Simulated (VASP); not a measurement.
# PbO2 (P4_2/mnm) in VASP: notebook

The runs below take PbO2 through relaxation of shape and atoms at fixed volume, relaxation of cell and atoms, single point, with PBEsol.

Program: VASP 6.6.1. These are calculated values, not measurements. Logs are shortened: lines on timing, memory, paths and dates and some standing lists are left out, and cuts for length are marked.

## (1) The cell of the first run

It takes space group P4_2/mnm (No. 136, tetragonal). Conventional cell: a = 5.117 Å, b = 5.117 Å, c = 3.449 Å, α = 90.00°, β = 90.00°, γ = 90.00°. Pb (site symmetry mmm) has 6 O at 2.21 to 2.23 Å within 2.9 Å. O (site symmetry m2m) has 3 Pb at 2.21 to 2.23 Å and 1 O at 2.77 Å within 2.9 Å.

## (2) Relaxation of shape and atoms at fixed volume, PBEsol (15.05 Å³/atom)

Contents of INCAR:

```
SYSTEM = PbO2
PREC = Accurate
ENCUT = 600
EDIFF = 1E-6
ISMEAR = 0
SIGMA = 0.1
LREAL = .FALSE.
LASPH = .TRUE.
NELM = 100
ALGO = Normal
ISIF = 4
LWAVE = .FALSE.
LCHARG = .FALSE.
GGA = PS
IBRION = 2
NSW = 50
EDIFFG = -0.01
```

Contents of KPOINTS:

```
Automatic mesh
0
G
  8 8 10
  0 0 0
```

Contents of POSCAR:

```
PbO2
1.0
    5.1171069463      0.0000000000      0.0000000000
    0.0000000000      5.1171069463      0.0000000000
    0.0000000000      0.0000000000      3.4488484345
Pb O
2 4
Direct
    0.0000000000      0.0000000000      0.0000000000
    0.5000000000      0.5000000000      0.5000000000
    0.3082733376      0.3082733376      0.0000000000
    0.1917266624      0.8082733376      0.5000000000
    0.6917266624      0.6917266624      0.0000000000
    0.8082733376      0.1917266624      0.5000000000
```

Potentials or basis: VASP PAW PBE potentials, release 64 (Pb_d, O).

Run with:

```
$ cat potpaw_PBE.64/Pb_d/POTCAR potpaw_PBE.64/O/POTCAR > POTCAR
$ mpirun -np 1 vasp_std > vasp.out
```

OUTCAR:

```text
SYSTEM = PbO2
   PREC = Accurate
   ENCUT = 600
   EDIFF = 1E-6
   ISMEAR = 0
   LREAL = .FALSE.
   LASPH = .TRUE.
   NELM = 100
   ISIF = 4
   GGA = PS
   IBRION = 2
   NSW = 50
   EDIFFG = -0.01

 ion  position               nearest neighbor table
   1  0.000  0.000  0.000-   4 2.21   6 2.21   4 2.21   6 2.21   5 2.23   3 2.23   2 4.01   2 4.01
                             2 4.01   2 4.01   2 4.01   2 4.01   2 4.01   2 4.01
   2  0.500  0.500  0.500-   3 2.21   5 2.21   3 2.21   5 2.21   4 2.23   6 2.23   1 4.01   1 4.01
                             1 4.01   1 4.01   1 4.01   1 4.01   1 4.01   1 4.01
   3  0.308  0.308  0.000-   2 2.21   2 2.21   1 2.23
   4  0.192  0.808  0.500-   1 2.21   1 2.21   2 2.23
   5  0.692  0.692  0.000-   2 2.21   2 2.21   1 2.23
   6  0.808  0.192  0.500-   1 2.21   1 2.21   2 2.23

  LATTYP: Found a simple tetragonal cell.
 ALAT       =     5.1171069463
 C/A-ratio  =     0.6739840442

  Lattice vectors:

 A1 = (   5.1171069463,   0.0000000000,   0.0000000000)
 A2 = (   0.0000000000,   5.1171069463,   0.0000000000)
 A3 = (   0.0000000000,   0.0000000000,   3.4488484345)

Analysis of symmetry for initial positions (statically):
=====================================================================
 Subroutine PRICEL returns:
 Original cell was already a primitive cell.

 Routine SETGRP: Setting up the symmetry group for a
 simple tetragonal supercell.

 Subroutine GETGRP returns: Found 16 space group operations
 (whereof  8 operations were pure point group operations)
 out of a pool of 16 trial point group operations.

The static configuration has the point symmetry D_2h.
 The point group associated with its full space group is D_4h.

Analysis of symmetry for dynamics (positions and initial velocities):
=====================================================================
 Subroutine PRICEL returns:
 Original cell was already a primitive cell.

 Routine SETGRP: Setting up the symmetry group for a
 simple tetragonal supercell.

 Subroutine GETGRP returns: Found 16 space group operations
 (whereof  8 operations were pure point group operations)
 out of a pool of 16 trial point group operations.

The dynamic configuration has the point symmetry D_2h.
 The point group associated with its full space group is D_4h.

 Subroutine INISYM returns: Found 16 space group operations
[... 105 lines left out ...]
   EDIFF  = 0.1E-05   stopping-criterion for ELM
   LREAL  =      F    real-space projection
   EDIFFG = -.1E-01   stopping-criterion for IOM
   NSW    =     50    number of steps for IOM
   IBRION =      2    ionic relax: 0-MD 1-quasi-New 2-CG
   NFREE  =      1    steps in history (QN), initial steepest desc. (CG)
   ISIF   =      4    stress and relaxation
   ISYM   =      2    0-nonsym 1-usesym 2-fastsym
   POTIM  = 0.5000    time-step for ionic-motion
   TEBEG  =    0.0;   TEEND  =   0.0 temperature during run
   PSTRESS=    0.0 pullay stress
   NELECT =      52.0000    total number of electrons
   NUPDOWN=      -1.0000    fix difference up-down
   EMIN   =  10.00;   EMAX   =-10.00  energy-range for DOS
   EFERMI =   0.00;   METHOD = LEGACY
   ISMEAR =     0;   SIGMA  =   0.10  broadening in eV -4-tet -1-fermi 0-gaus
   EFERMI_NEDOS =   21; number of points for ismear=-14 and -15
   IALGO  =     38    algorithm
   IMIX   =      4    mixing-type and parameters
     AMIX     =   0.40;   BMIX     =  1.00
     AMIX_MAG =   1.60;   BMIX_MAG =  1.00
  volume/ion in A,a.u.               =      15.05       101.57
  Fermi-wavevector in a.u.,A,eV,Ry     =   1.361972  2.573754 25.238376  1.854968
  Thomas-Fermi vector in A             =   2.488502
   LORBIT       =      0    0 simple, 1 ext, 2 COOP (PROOUT), +10 PAW based schemes
   GGA     = PS    functional components
   LHFCALC =     F    Hartree Fock is set to
   AEXX    =    0.0000 exact exchange contribution
   IVDW    =     0    specifies the selected vdW correction
   LEPSILON=     F    determine dielectric tensor
   LRPA    =     F    only Hartree local field effects (RPA)
 conjugate gradient relaxation of ions
 non-spin polarized calculation
 Gauss-broadening in eV      SIGMA  =   0.10
  energy-cutoff  :      600.00
  volume of cell :       90.31
 maximum number of plane-waves:      3052
 NGX is ok and might be reduce to    42
   NGX = 21   NGY = 21   NGZ = 13

--------------------------------------- Ionic step        1  -------------------------------------------

 number of electron      51.9999966 magnetization

 Free energy of the ion-electron system (eV)
  ---------------------------------------------------
  ext. energy  EPLUGINS =         0.00000000
  ---------------------------------------------------
  free energy    TOTEN  =       -33.97962750 eV

  energy without entropy =      -33.97608240  energy(sigma->0) =      -33.97785495

------------------------ aborting loop because EDIFF is reached ----------------------------------------

  FORCE on cell =-STRESS in cart. coord.  units (eV):
  Direction    XX          YY          ZZ          XY          YZ          ZX
  --------------------------------------------------------------------------------------
  -------------------------------------------------------------------------------------
  Total       -3.4490934     -3.4490934     -4.0182890      0.0000000      0.0000000      0.0000000
  in kB      -61.1916884    -61.1916884    -71.2900065      0.0000000      0.0000000      0.0000000
  external PRESSURE =     -64.5577944 kB  Pullay stress =       0.0000000 kB
[... 187 lines left out ...]
--------------------------------------- Ionic step        6  -------------------------------------------

 number of electron      51.9999959 magnetization

 Free energy of the ion-electron system (eV)
  ---------------------------------------------------
  ext. energy  EPLUGINS =         0.00000000
  ---------------------------------------------------
  free energy    TOTEN  =       -33.98244451 eV

  energy without entropy =      -33.97920064  energy(sigma->0) =      -33.98082257

 E-fermi :   3.4536     XC(G=0): -10.5484

 val. band max:        3.4269885415   @ k =   0.1250   0.1250   0.0000
 cond. band min:       3.4749492388   @ k =   0.0000   0.0000   0.1000
 fundamental gap:      0.0479606973
 Fermi energy:         3.4535713681

 k-point     1 :       0.0000    0.0000    0.0000
  band No.  band energies     occupation
      1     -14.4653      2.00000
      2     -14.4156      2.00000
      3     -12.8537      2.00000
      4     -12.8537      2.00000
      5     -12.0022      2.00000
      6     -11.8766      2.00000
[... 805 lines left out ...]
     30       9.9617      0.00000
     31      12.2325      0.00000

 [... further k-points ...]
[... 5 lines left out ...]
  --------------------------------------------------------------------------------------
  -------------------------------------------------------------------------------------
  Total       -3.3914489     -3.3914489     -3.4175653      0.0000000      0.0000000      0.0000000
  in kB      -60.1689962    -60.1689962    -60.6323375      0.0000000      0.0000000      0.0000000
  external PRESSURE =     -60.3234433 kB  Pullay stress =       0.0000000 kB
[... 21 lines left out ...]
  FREE ENERGIE OF THE ION-ELECTRON SYSTEM (eV)
  ---------------------------------------------------
  free  energy   TOTEN  =       -33.9824445072 eV

  energy  without entropy=      -33.9792006365  energy(sigma->0) =      -33.98082257

 reached required accuracy - stopping structural energy minimisation
```

OSZICAR:

```text
N       E                     dE             d eps       ncg     rms          rms(c)
DAV:   1     0.717928313534E+03    0.71793E+03   -0.28526E+04  5580   0.221E+03
DAV:   2     0.655635585887E+02   -0.65236E+03   -0.63012E+03  6112   0.579E+02
DAV:   3    -0.344015682489E+02   -0.99965E+02   -0.97592E+02  7288   0.239E+02
DAV:   4    -0.386485329876E+02   -0.42470E+01   -0.42300E+01  6722   0.534E+01
[... 38 lines left out ...]
       N       E                     dE             d eps       ncg     rms          rms(c)
DAV:   1    -0.339824973186E+02   -0.10467E-03   -0.17670E-02  5616   0.956E-01    0.583E-02
DAV:   2    -0.339824735177E+02    0.23801E-04   -0.46087E-04  8807   0.213E-01    0.342E-02
DAV:   3    -0.339824451208E+02    0.28397E-04   -0.28724E-05  8467   0.646E-02    0.650E-03
DAV:   4    -0.339824445072E+02    0.61356E-06   -0.53806E-06  7233   0.196E-02
   6 F= -.33982445E+02 E0= -.33980823E+02  d E =-.517910E-04
```

Wall time 20 min (1 thread of Intel Xeon 8259CL, shared host); peak memory 0.4 GiB.

What came out:

```yaml
Free_energy: -33.9824 eV
Energy_gained_by_relaxing: 0.5 meV/atom
Ionic_steps: 6
Pressure_after_relaxing: -6.0 GPa
Largest_force_after_relaxing: 0.004 eV/Å
Band_gap_on_the_k_mesh: 0.01 eV (least direct gap 0.03 eV)
```

Forces in eV/Å, atoms in the order of the input:
```
Pb   0.000  0.000  0.000
Pb   0.000  0.000  0.000
O   -0.003 -0.003  0.000
O    0.003 -0.003  0.000
O    0.003  0.003  0.000
O   -0.003  0.003  0.000
```

The path:
```tsv
step	energy change (eV)	largest force (eV/Å)	pressure (GPa)	volume (Å³)
1	0.0000	0.0619	-6.46	90.31
2	-0.0019	0.0269	-6.25	90.31
3	-0.0028	0.0116	-6.04	90.31
4	-0.0028	0.0161	-6.03	90.31
5	-0.0028	0.0141	-6.03	90.31
6	-0.0028	0.0036	-6.03	90.31
```

Final structure:
```
CELL_PARAMETERS angstrom
5.13528 0.00000 0.00000
0.00000 5.13528 0.00000
0.00000 0.00000 3.42448
ATOMIC_POSITIONS crystal
Pb 0.00000 0.00000 0.00000
Pb 0.50000 0.50000 0.50000
O 0.30905 0.30905 0.00000
O 0.19095 0.80905 0.50000
O 0.69095 0.69095 0.00000
O 0.80905 0.19095 0.50000
```

Caveat: the smearing spreads over this small gap; the PAW data sets were made with another functional, which shifts forces and pressure a little; spin-orbit coupling is left out, which moves the levels of the heavy elements. A k mesh can miss the band edges.

## (3) Relaxation of shape and atoms at fixed volume, PBEsol (13.77 Å³/atom)

This run uses another cell than the first one, of 13.77 Å³/atom.

Contents of INCAR:

```
ALGO = Normal
EDIFF = 1E-6
EDIFFG = -0.01
ENCUT = 600
GGA = PS
IBRION = 2
ISIF = 4
ISMEAR = 0
LASPH = True
LCHARG = False
LREAL = False
LWAVE = False
NELM = 100
NSW = 50
PREC = Accurate
SIGMA = 0.1
```

Contents of KPOINTS:

```
k-points
0
Gamma
  8 8 10
```

Contents of POSCAR:

```
PbO2
1.0
    4.9468395241      0.0000000000      0.0000000000
    0.0000000000      4.9468395241      0.0000000000
    0.0000000000      0.0000000000      3.3770175789
Pb O
2 4
Direct
    0.0000000000      0.0000000000      0.0000000000
    0.5000000000      0.5000000000      0.5000000000
    0.3076244527      0.3076244527      0.0000000000
    0.1923755473      0.8076244527      0.5000000000
    0.6923755473      0.6923755473      0.0000000000
    0.8076244527      0.1923755473      0.5000000000
```

Potentials or basis: VASP PAW PBE potentials, release 64 (Pb_d, O).

Run with:

```
$ cat potpaw_PBE.64/Pb_d/POTCAR potpaw_PBE.64/O/POTCAR > POTCAR
$ mpirun -np 1 vasp_std > vasp.out
```

OUTCAR:

```text
EDIFF = 1E-6
   EDIFFG = -0.01
   ENCUT = 600
   GGA = PS
   IBRION = 2
   ISIF = 4
   ISMEAR = 0
   LASPH = True
   LREAL = False
   NELM = 100
   NSW = 50
   PREC = Accurate

 ion  position               nearest neighbor table
   1  0.000  0.000  0.000-   3 2.15   5 2.15   4 2.16   6 2.16   4 2.16   6 2.16   2 3.88   2 3.88
                             2 3.88   2 3.88   2 3.88   2 3.88   2 3.88   2 3.88
   2  0.500  0.500  0.500-   4 2.15   6 2.15   5 2.16   3 2.16   3 2.16   5 2.16   1 3.88   1 3.88
                             1 3.88   1 3.88   1 3.88   1 3.88   1 3.88   1 3.88
   3  0.308  0.308  0.000-   1 2.15   2 2.16   2 2.16
   4  0.192  0.808  0.500-   2 2.15   1 2.16   1 2.16
   5  0.692  0.692  0.000-   1 2.15   2 2.16   2 2.16
   6  0.808  0.192  0.500-   2 2.15   1 2.16   1 2.16

  LATTYP: Found a simple tetragonal cell.
 ALAT       =     4.9468395241
 C/A-ratio  =     0.6826616393

  Lattice vectors:
[... 394 lines left out ...]
  ---------------------------------------------------
  ext. energy  EPLUGINS =         0.00000000
  ---------------------------------------------------
  free energy    TOTEN  =       -34.03524356 eV

  energy without entropy =      -34.03340801  energy(sigma->0) =      -34.03432579

 E-fermi :   4.4006     XC(G=0): -11.0366

 val. band max:        4.3901870873   @ k =   0.1250   0.0000   0.0000
 cond. band min:       4.4496340885   @ k =   0.0000   0.0000   0.0000
 fundamental gap:      0.0594470012
 Fermi energy:         4.4005861099

 k-point     1 :       0.0000    0.0000    0.0000
  band No.  band energies     occupation
      1     -14.0151      2.00000
      2     -13.8562      2.00000
      3     -12.1184      2.00000
      4     -12.1184      2.00000
      5     -11.1533      2.00000
      6     -10.9195      2.00000
[... 805 lines left out ...]
     30      11.1369      0.00000
     31      14.0492      0.00000

 [... further k-points ...]
[... 5 lines left out ...]
  --------------------------------------------------------------------------------------
  -------------------------------------------------------------------------------------
  Total        2.2319651      2.2319651      2.2327538     -0.0000000      0.0000000      0.0000000
  in kB       43.2722036     43.2722036     43.2874954     -0.0000000      0.0000000      0.0000000
  external PRESSURE =      43.2773009 kB  Pullay stress =       0.0000000 kB
[... 21 lines left out ...]
  FREE ENERGIE OF THE ION-ELECTRON SYSTEM (eV)
  ---------------------------------------------------
  free  energy   TOTEN  =       -34.0352435608 eV

  energy  without entropy=      -34.0334080102  energy(sigma->0) =      -34.03432579

 reached required accuracy - stopping structural energy minimisation
```

OSZICAR:

```text
N       E                     dE             d eps       ncg     rms          rms(c)
DAV:   1     0.729291387983E+03    0.72929E+03   -0.28874E+04  5580   0.228E+03
DAV:   2     0.646976065026E+02   -0.66459E+03   -0.64129E+03  6106   0.593E+02
DAV:   3    -0.346196870192E+02   -0.99317E+02   -0.96979E+02  7179   0.242E+02
[... 43 lines left out ...]
DAV:   1    -0.340355320724E+02   -0.36645E-03   -0.56244E-02  5602   0.176E+00    0.119E-01
DAV:   2    -0.340353684096E+02    0.16366E-03   -0.15024E-03  8899   0.402E-01    0.695E-02
DAV:   3    -0.340352432425E+02    0.12517E-03   -0.14419E-04  8476   0.150E-01    0.101E-02
DAV:   4    -0.340352434799E+02   -0.23737E-06   -0.26670E-05  8221   0.401E-02    0.333E-03
DAV:   5    -0.340352435608E+02   -0.80859E-07   -0.39169E-07  3658   0.730E-03
   6 F= -.34035244E+02 E0= -.34034326E+02  d E =-.450067E-03
```

CONTCAR:

```text
PbO2
   1.00000000000000
     4.9244979421022874    0.0000000000000000    0.0000000000000000
     0.0000000000000000    4.9244979421022874    0.0000000000000000
     0.0000000000000000    0.0000000000000000    3.4077289582136698
  Pb              O
     2     4
Direct
     0.0000000000000000    0.0000000000000000    0.0000000000000000
     0.5000000000000000    0.5000000000000000    0.5000000000000000
     0.3071847777168337    0.3071847777168337    0.0000000000000000
     0.1928152222831663    0.8071847777168337    0.5000000000000000
     0.6928152222831663    0.6928152222831663    0.0000000000000000
     0.8071847777168337    0.1928152222831663    0.5000000000000000

  0.00000000E+00  0.00000000E+00  0.00000000E+00
  0.00000000E+00  0.00000000E+00  0.00000000E+00
  0.00000000E+00  0.00000000E+00  0.00000000E+00
  0.00000000E+00  0.00000000E+00  0.00000000E+00
  0.00000000E+00  0.00000000E+00  0.00000000E+00
  0.00000000E+00  0.00000000E+00  0.00000000E+00
```

Wall time 7.7 min (1 thread of Intel Xeon 6975P-C (Granite Rapids), shared host); peak memory 0.36 GiB.

What came out:

| Property | Result |
| --- | --- |
| Free energy | -34.0352 eV |
| Energy gained by relaxing | 0.7 meV/atom |
| Ionic steps | 6 |
| Pressure after relaxing | 4.3 GPa |
| Band gap on the k mesh | 0.01 eV |

Step by step:
| step | energy change (eV) | largest force (eV/Å) | pressure (GPa) | volume (Å³) |
| --- | --- | --- | --- | --- |
| 1 | 0.0000 | 0.0870 | 4.83 | 82.64 |
| 2 | -0.0034 | 0.0007 | 4.52 | 82.64 |
| 3 | -0.0038 | 0.0389 | 4.40 | 82.64 |
| 4 | -0.0038 | 0.0426 | 4.39 | 82.64 |
| 5 | -0.0042 | 0.0180 | 4.35 | 82.64 |
| 6 | -0.0043 | 0.0005 | 4.33 | 82.64 |

Final structure:
```
CELL_PARAMETERS angstrom
4.92450 0.00000 0.00000
0.00000 4.92450 0.00000
0.00000 0.00000 3.40773
ATOMIC_POSITIONS crystal
Pb 0.00000 0.00000 0.00000
Pb 0.50000 0.50000 0.50000
O 0.30718 0.30718 0.00000
O 0.19282 0.80718 0.50000
O 0.69282 0.69282 0.00000
O 0.80718 0.19282 0.50000
```

Caveat: the smearing spreads over this small gap; the PAW data sets were made with another functional, which shifts forces and pressure a little; spin-orbit coupling is left out, which moves the levels of the heavy elements. A k mesh can miss the band edges.

[end of part 1 of 2]

The gap in the log of VASP goes by the Fermi energy; the results here count the filled bands.